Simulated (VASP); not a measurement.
# LiCl (Cmmm) in VASP: single point with HSE06

Aim: the single point of LiCl with HSE06.

Program: VASP 6.6.1. These are calculated values, not measurements. Logs are shortened: lines on timing, memory, paths and dates and some standing lists are left out, and cuts for length are marked.

### 1 The cell of the first run

It takes space group Cmmm (No. 65, orthorhombic). The conventional cell has a = 4.552 Å, b = 4.700 Å, c = 3.271 Å, α = 90.00°, β = 90.00°, γ = 90.00°. Within 3.7 Å of Li (site symmetry mmm) lie 8 Cl at 2.80 to 2.86 Å and 6 Li at 3.27 Å. Within 3.7 Å of Cl (site symmetry mmm) lie 8 Li at 2.80 to 2.86 Å and 6 Cl at 3.27 Å.

### 2 Single point, HSE06 (shear xy strain +3.2%)

Input file POSCAR:

```
LiCl
1.0
    3.2711235254      0.0523379764      0.0000000000
    0.0523379764      3.2711235254      0.0000000000
    0.0000000000      0.0000000000      3.2711235254
Li Cl
1 1
Direct
    0.0000000000      0.0000000000      0.0000000000
    0.5000000000      0.5000000000      0.5000000000
```

Input file INCAR.step1:

```
  PREC = Accurate
  ENCUT = 520
  EDIFF = 1E-5
  ISMEAR = 0
  SIGMA = 0.01
  LREAL = False
  LASPH = True
  NELM = 100
  ALGO = Normal
  ISIF = 2
  LWAVE = True
  NBANDS = 12
  GGA = PE
```

Input file INCAR.step2:

```
  PREC = Accurate
  ENCUT = 520
  EDIFF = 1E-7
  ISMEAR = 0
  SIGMA = 0.01
  LREAL = False
  LASPH = True
  NELM = 100
  ALGO = Normal
  ISIF = 2
  LWAVE = False
  LCHARG = True
  GGA = PE
  LHFCALC = True
  HFSCREEN = 0.2079
  PRECFOCK = Normal
  LELF = True
  LVHAR = True
  NBANDS = 12
  ISTART = 1
```

Input file KPOINTS:

```
Automatic mesh
0
Gamma
  6 6 6
```

Potentials or basis: VASP PAW PBE potentials, release 64 (Li_sv, Cl).

On the command line:

```bash
$ cat potpaw_PBE.64/Li_sv/POTCAR potpaw_PBE.64/Cl/POTCAR > POTCAR
$ cp INCAR.step1 INCAR
$ mpirun -np 1 vasp_std > vasp.out
$ cp INCAR.step2 INCAR
$ mpirun -np 1 vasp_std > vasp.out
```

OUTCAR:

```text
PREC = Accurate
   ENCUT = 520
   EDIFF = 1E-7
   ISMEAR = 0
   LREAL = False
   LASPH = True
   NELM = 100
   ISIF = 2
   GGA = PE
   LHFCALC = True
   HFSCREEN = 0.2079
   PRECFOCK = Normal
   ISTART = 1

 ion  position               nearest neighbor table
   1  0.000  0.000  0.000-
   2  0.500  0.500  0.500-

  LATTYP: Found a base centered orthorhombic cell.
 ALAT       =     4.5520501778
 B/A-ratio  =     1.0325203252
 C/A-ratio  =     0.7186044524

  Lattice vectors:

 A1 = (  -0.0523379764,  -3.2711235254,   0.0000000000)
 A2 = (   3.2711235254,   0.0523379764,   0.0000000000)
 A3 = (   0.0000000000,   0.0000000000,   3.2711235254)

Analysis of symmetry for initial positions (statically):
=====================================================================
 Subroutine PRICEL returns:
 Original cell was already a primitive cell.

 Routine SETGRP: Setting up the symmetry group for a
 base centered orthorhombic supercell.

 Subroutine GETGRP returns: Found  8 space group operations
 (whereof  8 operations were pure point group operations)
 out of a pool of  8 trial point group operations.

The static configuration has the point symmetry D_2h.

Analysis of symmetry for dynamics (positions and initial velocities):
=====================================================================
 Subroutine PRICEL returns:
 Original cell was already a primitive cell.

 Routine SETGRP: Setting up the symmetry group for a
 base centered orthorhombic supercell.

 Subroutine GETGRP returns: Found  8 space group operations
 (whereof  8 operations were pure point group operations)
 out of a pool of  8 trial point group operations.

The dynamic configuration has the point symmetry D_2h.

 Subroutine INISYM returns: Found  8 space group operations
 (whereof  8 operations are pure point group operations),
 and found     1 'primitive' translations

----------------------------------------------------------------------------------------

                                     Primitive cell

  volume of cell :      34.9929

  direct lattice vectors                    reciprocal lattice vectors
     3.271123525  0.052337976  0.000000000     0.305783642 -0.004892538  0.000000000
     0.052337976  3.271123525  0.000000000    -0.004892538  0.305783642  0.000000000
     0.000000000  0.000000000  3.271123525     0.000000000  0.000000000  0.305705362

  length of vectors
     3.271542202  3.271542202  3.271123525     0.305822780  0.305822780  0.305705362

  position of ions in fractional coordinates (direct lattice)
     0.000000000  0.000000000  0.000000000
     0.500000000  0.500000000  0.500000000

  ion indices of the primitive-cell ions
   primitive index   ion index
                 1           1
                 2           2

----------------------------------------------------------------------------------------

 KPOINTS: Automatic mesh

Automatic generation of k-mesh.
 Grid dimensions read from file:
 generate k-points for:    6    6    6

 Generating k-lattice:

  Cartesian coordinates                     Fractional coordinates (reciprocal lattice)
     0.050963940 -0.000815423  0.000000000     0.166666667  0.000000000  0.000000000
    -0.000815423  0.050963940  0.000000000     0.000000000  0.166666667  0.000000000
     0.000000000  0.000000000  0.050950894     0.000000000  0.000000000  0.166666667

  Length of vectors
     0.050970463  0.050970463  0.050950894

  Shift w.r.t. Gamma in fractional coordinates (k-lattice)
     0.000000000  0.000000000  0.000000000

 Subroutine IBZKPT returns following result:
 ===========================================

 Found     52 irreducible k-points:

 Following reciprocal coordinates:
            Coordinates               Weight
  0.000000  0.000000  0.000000      1.000000
  0.166667 -0.000000  0.000000      4.000000
  0.333333  0.000000  0.000000      4.000000
  0.500000  0.000000  0.000000      2.000000
  0.166667  0.166667  0.000000      2.000000
  0.333333  0.166667  0.000000      4.000000
[... 16 lines left out ...]
  0.333333  0.333333  0.166667      4.000000
  0.500000  0.333333  0.166667      8.000000
 [... further k-points ...]
   k-points           NKPTS =     52   k-points in BZ     NKDIM =    216   number of bands    NBANDS=     12
   number of dos      NEDOS =    301   number of ions     NIONS =      2
   total plane-waves  NPLWV =  13824
   dimension x,y,z NGX =    24 NGY =   24 NGZ =   24
   dimension x,y,z NGXF=    48 NGYF=   48 NGZF=   48
   ions per type =               1   1
   NGX,Y,Z   is equivalent  to a cutoff of  12.20, 12.20, 12.20 a.u.
   NGXF,Y,Z  is equivalent  to a cutoff of  24.39, 24.39, 24.39 a.u.
 SYSTEM =  unknown system
   PREC   = accura    normal or accurate (medium, high low for compatibility)
   ISTART =      1    job   : 0-new  1-cont  2-samecut
   ICHARG =      0    charge: 1-file 2-atom 10-const
   ISPIN  =      1    spin polarized calculation?
   LNONCOLLINEAR =      F non collinear calculations
   LSORBIT =      F    spin-orbit coupling
   LASPH  =      T    aspherical Exc in radial PAW
   ENCUT  =  520.0 eV  38.22 Ry    6.18 a.u.   6.08  6.08  6.08*2*pi/ulx,y,z
   NELM   =    100;   NELMIN=  2; NELMDL=  0     # of ELM steps
   EDIFF  = 0.1E-06   stopping-criterion for ELM
   LREAL  =      F    real-space projection
   EDIFFG = 0.1E-05   stopping-criterion for IOM
   NSW    =      0    number of steps for IOM
   IBRION =     -1    ionic relax: 0-MD 1-quasi-New 2-CG
   NFREE  =      0    steps in history (QN), initial steepest desc. (CG)
   ISIF   =      2    stress and relaxation
   ISYM   =      3    0-nonsym 1-usesym 2-fastsym
   POTIM  = 0.5000    time-step for ionic-motion
   TEBEG  =    0.0;   TEEND  =   0.0 temperature during run
   PSTRESS=    0.0 pullay stress
   NELECT =      10.0000    total number of electrons
   NUPDOWN=      -1.0000    fix difference up-down
   EMIN   =  10.00;   EMAX   =-10.00  energy-range for DOS
   EFERMI =   0.00;   METHOD = LEGACY
   ISMEAR =     0;   SIGMA  =   0.01  broadening in eV -4-tet -1-fermi 0-gaus
   EFERMI_NEDOS =   21; number of points for ismear=-14 and -15
   IALGO  =     38    algorithm
   IMIX   =      1    mixing-type and parameters
     AMIX     =   0.40;   BMIX     =  1.00
     AMIX_MAG =   1.60;   BMIX_MAG =  1.00
  volume/ion in A,a.u.               =      17.50       118.07
  Fermi-wavevector in a.u.,A,eV,Ry     =   1.078322  2.037732 15.820546  1.162777
  Thomas-Fermi vector in A             =   2.214257
   LORBIT       =      0    0 simple, 1 ext, 2 COOP (PROOUT), +10 PAW based schemes
   GGA     = PE    functional components
   LHFCALC =     T    Hartree Fock is set to
   PRECFOCK=normal    Normal, Fast or Accurate (Low or Medium for compatibility)
   ENCUT4O =  -1.0   cutoff for four orbital integrals eV
   NKREDX  =     1    reduce k-point grid by
   NKREDY  =     1    reduce k-point grid by
   NKREDZ  =     1    reduce k-point grid by
   AEXX    =    0.2500 exact exchange contribution
   HFSCREEN=    0.2079 screening length (either q_TF or 0.3 A-1)
   HFSCREENC=   0.2079 screening length for correlation (either q_TF or 0.3 A-1)
   ENCUTFOCK=  -1.0 apply spherical cutoff to Coloumb kernel
   IVDW    =     0    specifies the selected vdW correction
   LEPSILON=     F    determine dielectric tensor
   LRPA    =     F    only Hartree local field effects (RPA)
 non-spin polarized calculation
 Gauss-broadening in eV      SIGMA  =   0.01
  energy-cutoff  :      520.00
  volume of cell :       34.99
 maximum number of plane-waves:       960
  NGX = 20; NGY = 20; NGZ = 20

 number of electron      10.0000013 magnetization

 Free energy of the ion-electron system (eV)
  ---------------------------------------------------
  ext. energy  EPLUGINS =         0.00000000
  ---------------------------------------------------
  free energy    TOTEN  =        -7.86427029 eV

  energy without entropy =       -7.86427029  energy(sigma->0) =       -7.86427029

 E-fermi :   0.7650     XC(G=0):  -7.1673

 val. band max:        0.6794044675   @ k =   0.5000   0.5000   0.0000
 cond. band min:       6.3778755291   @ k =   0.0000   0.0000   0.0000
 fundamental gap:      5.6984710616
 Fermi energy:         0.7649771242

 k-point     1 :       0.0000    0.0000    0.0000
  band No.  band energies     occupation
      1     -47.4956      2.00000
      2     -14.8885      2.00000
      3      -0.2752      2.00000
      4      -0.2025      2.00000
      5      -0.1253      2.00000
      6       6.3779      0.00000
      7      10.6893      0.00000
      8      10.6998      0.00000
      9      15.3557      0.00000
     10      15.5214      0.00000
     11      15.6761      0.00000
     12      19.4291      0.00000

 k-point     2 :       0.1667   -0.0000    0.0000
  band No.  band energies     occupation
      1     -47.4950      2.00000
      2     -14.7605      2.00000
      3      -1.2747      2.00000
      4      -0.0845      2.00000
      5      -0.0801      2.00000
      6       6.9848      0.00000
      7      11.0302      0.00000
      8      11.3496      0.00000
      9      14.5046      0.00000
     10      14.5156      0.00000
     11      15.7820      0.00000
     12      19.7201      0.00000

 k-point     3 :       0.3333    0.0000    0.0000
  band No.  band energies     occupation
      1     -47.4937      2.00000
      2     -14.4828      2.00000
      3      -2.8949      2.00000
      4       0.1665      2.00000
      5       0.1680      2.00000
      6       7.6290      0.00000
      7      11.7993      0.00000
      8      11.9263      0.00000
      9      13.0072      0.00000
     10      13.0577      0.00000
     11      18.1138      0.00000
     12      18.1831      0.00000

 k-point     4 :       0.5000    0.0000    0.0000
  band No.  band energies     occupation
      1     -47.4930      2.00000
      2     -14.3311      2.00000
      3      -3.5776      2.00000
      4       0.3002      2.00000
      5       0.3039      2.00000
      6       7.8454      0.00000
      7      11.7293      0.00000
      8      12.2499      0.00000
      9      12.3738      0.00000
     10      12.8342      0.00000
     11      16.6132      0.00000
     12      20.4494      0.00000

 k-point     5 :       0.1667    0.1667    0.0000
  band No.  band energies     occupation
      1     -47.4943      2.00000
      2     -14.6354      2.00000
      3      -1.1446      2.00000
      4      -1.0895      2.00000
      5       0.0224      2.00000
      6       7.6645      0.00000
      7      11.1550      0.00000
      8      11.7530      0.00000
      9      13.4553      0.00000
     10      14.3138      0.00000
     11      16.1774      0.00000
     12      18.0498      0.00000
[... 228 lines left out ...]
      1     -47.4923      2.00000
      2     -14.2276      2.00000
      3      -2.6196      2.00000
      4      -0.8453      2.00000
      5      -0.5996      2.00000
      6       9.2167      0.00000
      7      10.5997      0.00000
      8      10.8220      0.00000
      9      13.4264      0.00000
     10      14.2559      0.00000
     11      16.4467      0.00000
     12      19.8089      0.00000

 k-point    22 :      -0.1667    0.1667    0.1667
  band No.  band energies     occupation
      1     -47.4936      2.00000
      2     -14.5027      2.00000
      3      -1.2360      2.00000
      4      -0.9354      2.00000
      5      -0.8814      2.00000
      6       8.4762      0.00000
      7      11.4044      0.00000
      8      11.5727      0.00000
      9      13.0854      0.00000
     10      14.8406      0.00000
     11      14.8892      0.00000
     12      19.5414      0.00000

 k-point    23 :       0.3333    0.3333    0.1667
  band No.  band energies     occupation
      1     -47.4910      2.00000
      2     -13.9654      2.00000
      3      -2.3229      2.00000
      4      -2.1557      2.00000
      5      -0.4147      2.00000
      6       8.5643      0.00000
      7       9.7896      0.00000
      8      10.8107      0.00000
      9      13.6230      0.00000
     10      15.1746      0.00000
     11      17.0205      0.00000
     12      18.7271      0.00000

 k-point    24 :       0.5000    0.3333    0.1667
  band No.  band energies     occupation
      1     -47.4903      2.00000
      2     -13.8151      2.00000
      3      -2.9109      2.00000
      4      -2.0736      2.00000
      5      -0.2566      2.00000
      6       7.9382      0.00000
      7      10.0485      0.00000
      8      10.2569      0.00000
      9      14.5265      0.00000
     10      14.9406      0.00000
     11      16.9156      0.00000
     12      18.6228      0.00000

 [... further k-points ...]

------------------------ aborting loop because EDIFF is reached ----------------------------------------

  FORCE on cell =-STRESS in cart. coord.  units (eV):
  Direction    XX          YY          ZZ          XY          YZ          ZX
  --------------------------------------------------------------------------------------
  -------------------------------------------------------------------------------------
  Total       -0.0626396     -0.0626396     -0.0648138      0.1223205      0.0000000      0.0000000
  in kB       -2.8680070     -2.8680070     -2.9675523      5.6005420      0.0000000      0.0000000
  external PRESSURE =      -2.9011888 kB  Pullay stress =       0.0000000 kB

 VOLUME and BASIS-vectors are now :
 -----------------------------------------------------------------------------
  energy-cutoff  :      520.00
  volume of cell :       34.99
      direct lattice vectors                 reciprocal lattice vectors
     3.271123525  0.052337976  0.000000000     0.305783642 -0.004892538  0.000000000
     0.052337976  3.271123525  0.000000000    -0.004892538  0.305783642  0.000000000
     0.000000000  0.000000000  3.271123525     0.000000000  0.000000000  0.305705362

 POSITION                                       TOTAL-FORCE (eV/Angst)
 -----------------------------------------------------------------------------------
      0.00000      0.00000      0.00000        -0.000000      0.000000      0.000000
      1.66173      1.66173      1.63556         0.000000      0.000000      0.000000
 -----------------------------------------------------------------------------------
    total drift:                                0.000000      0.000000      0.000000

  FREE ENERGIE OF THE ION-ELECTRON SYSTEM (eV)
  ---------------------------------------------------
  free  energy   TOTEN  =        -7.8642702874 eV

  energy  without entropy=       -7.8642702874  energy(sigma->0) =       -7.86427029
```

Wall time 35 min (1 thread of Intel Xeon 8259CL, shared host); peak memory 0.27 GiB.

Results:

```
Free energy            : -7.8643 eV
Band gap on the k mesh : 5.70 eV (least direct gap 6.45 eV)
```

Caveat: the cell differs from its parent crystal (shear xy strain +3.2%); the cutoff is under 1.25 times the usual one of these potentials, so pressure, stress and relaxed cells hold a basis-set (Pulay) error; the structure was generated, so it needn't be the stable form of LiCl; the PAW data sets were made with another functional, which shifts forces and pressure a little.
